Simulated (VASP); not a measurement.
The system is Ti3Al.

```xyz
4
Lattice="0.0000 2.8993 2.8993 2.8993 0.0000 2.8993 2.8993 2.8993 0.0000" Properties=species:S:1:pos:R:3 pbc="T T T"
Ti    4.3490    4.3490    4.3490
Ti    1.4497    1.4497    1.4497
Ti    0.0000    0.0000    0.0000
Al    2.8993    2.8993    2.8993
```

Base run:

| Property | Result |
| --- | --- |
| Program | VASP 6.6.1 |
| Functional | PBEsol |
| Potentials or basis | VASP PAW PBE potentials, release 64 (Ti_sv, Al) |
| Cutoff | 520 eV |
| k mesh | 12 × 12 × 12 |
| Occupations | gaussian, width 0.15 eV |
| Spin | collinear spin, ferromagnetic start |
| Starting moments | [0.4, 0.4, 0.4, 0.0] μB |
| Fixed moment | 1.2 μB |

Its results: pressure 56.2 GPa; site moments Ti +0.19, +0.57; Al +0.00 μB.

Problem. After a change of settings the same cell gave: pressure 55.2 GPa; site moments Ti +0.05, +0.15; Al +0.00 μB. Which change was it?
A. fixed moment from 1.2 μB to 2.1 μB; moments at the start from [0.4, 0.4, 0.4, 0.0] to [0.7, 0.7, 0.7, 0.0]
B. fixed moment from 1.2 μB to 1.5 μB; moments at the start from [0.4, 0.4, 0.4, 0.0] to [0.5, 0.5, 0.5, 0.0]
C. fixed moment from 1.2 μB to 0.3 μB; moments at the start from [0.4, 0.4, 0.4, 0.0] to [0.1, 0.1, 0.1, 0.0]

Solution. C.

Caveats: the PAW data sets were made with another functional, which shifts forces and pressure a little; the total moment is fixed, so each spin has its own Fermi level.
